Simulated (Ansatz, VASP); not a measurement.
## One calculation of AlN, two programs

The input POSCAR:

```
AlN
1.0
    2.1849006262     -2.1849006262      0.0000000000
    2.1849006262      0.0000000000     -2.1849006262
   10.9245031309      7.6471521916      7.6471521916
Al N
6 6
Direct
    0.8021000000     -0.1979000000      0.3958000000
    0.2187666667      0.2187666667      0.2291333333
    0.3854333333      0.3854333333      0.5624666667
    0.5521000000      0.5521000000      0.8958000000
   -0.0312333333     -0.0312333333      0.7291333333
    0.6354333333      0.6354333333      0.0624666667
    0.4479333333      0.4479333333      0.4374666667
    0.8646000000      0.8646000000      0.2708000000
    0.0312666667      0.0312666667      0.6041333333
    0.1979333333      0.1979333333      0.9374666667
   -0.3854000000     -0.3854000000      0.7708000000
    0.2812666667      0.2812666667      0.1041333333
```

The input INCAR.step1:

```
SYSTEM = AlN
ALGO     = Normal         ! electronic algorithm
EDIFF    = 1E-4           ! SCF threshold, eV
ENCUT    = 520            ! plane-wave cutoff, eV
GGA      = PE             ! functional
ISMEAR   = 0              ! smearing method
LASPH    = .TRUE.         ! aspherical terms in the spheres
LCHARG   = .FALSE.        ! write CHGCAR
LREAL    = .FALSE.        ! projectors in reciprocal space
LWAVE    = .TRUE.         ! write WAVECAR
NBANDS   = 36             ! bands
NELM     = 60             ! most SCF steps
PREC     = Accurate       ! precision mode
SIGMA    = 0.05           ! smearing width, eV
```

File INCAR.step2:

```
SYSTEM = AlN
ALGO     = Normal         ! electronic algorithm
EDIFF    = 1E-6           ! SCF threshold, eV
ENCUT    = 520            ! plane-wave cutoff, eV
ISIF     = 2              ! what is computed and relaxed
ISMEAR   = 0              ! smearing method
ISTART   = 1            
LASPH    = .TRUE.         ! aspherical terms in the spheres
LCHARG   = .TRUE.         ! write CHGCAR
LELF     = .TRUE.         ! ELF
LMIXTAU  = .TRUE.       
LREAL    = .FALSE.        ! projectors in reciprocal space
LVHAR    = .TRUE.       
LWAVE    = .FALSE.        ! write WAVECAR
METAGGA  = R2SCAN         ! meta-GGA
NBANDS   = 36             ! bands
NELM     = 60             ! most SCF steps
PREC     = Accurate       ! precision mode
SIGMA    = 0.05           ! smearing width, eV
```

File KPOINTS:

```
k-points
0
G
  8 8 2
  0 0 0
```

Input for Ansatz:

```yaml
crystal:
  lattice:
    - [2.1849006262, -2.1849006262, 0.0]
    - [2.1849006262, 0.0, -2.1849006262]
    - [10.9245031309, 7.6471521916, 7.6471521916]
  atoms:
    - { symbol: Al, position: [0.8021, -0.1979, 0.3958] }
    - { symbol: Al, position: [0.2187666667, 0.2187666667, 0.2291333333] }
    - { symbol: Al, position: [0.3854333333, 0.3854333333, 0.5624666667] }
    - { symbol: Al, position: [0.5521, 0.5521, 0.8958] }
    - { symbol: Al, position: [-0.0312333333, -0.0312333333, 0.7291333333] }
    - { symbol: Al, position: [0.6354333333, 0.6354333333, 0.0624666667] }
    - { symbol: "N", position: [0.4479333333, 0.4479333333, 0.4374666667] }
    - { symbol: "N", position: [0.8646, 0.8646, 0.2708] }
    - { symbol: "N", position: [0.0312666667, 0.0312666667, 0.6041333333] }
    - { symbol: "N", position: [0.1979333333, 0.1979333333, 0.9374666667] }
    - { symbol: "N", position: [-0.3854, -0.3854, 0.7708] }
    - { symbol: "N", position: [0.2812666667, 0.2812666667, 0.1041333333] }
basis:
  ecutwfc: 500
kpoints:
  mp_grid: { grid: [8, 8, 2] }
hamiltonian:
  xc: r2scan
scf:
  occupations: { method: gaussian, width: 0.05 }
output:
  forces: true
  stress: true
  eigenvalues: true
```

Alike in both runs: task single point; functional r2SCAN; k mesh 8 × 8 × 2; occupations gaussian, width 0.05 eV; no spin polarisation.

```csv
,VASP,Ansatz
version,VASP 6.6.1,Ansatz 0.2.0
potentials or method,"VASP PAW PBE potentials, release 64 (Al, N), cutoff 520 eV","scalar-relativistic, plane waves, PAW"
valence electrons in the cell,48,48
```

```tsv
	VASP	Ansatz	Ansatz less VASP
gap on the k mesh at the Fermi level (eV)	3.60	3.61	+0.006
least direct gap on the mesh (eV)	4.04	4.05	+0.007
pressure (GPa)	-1.7	-1.3	+0.38
traceless stress, the component that is largest in VASP (GPa)	6.06	6.05	-0.004
rms of the force components (eV/Å)	0.269	0.271	+0.0020
```

VASP's potentials were made for PBE, not for r2SCAN. Atom by atom the forces differ by 0.004 eV/Å (rms over components).
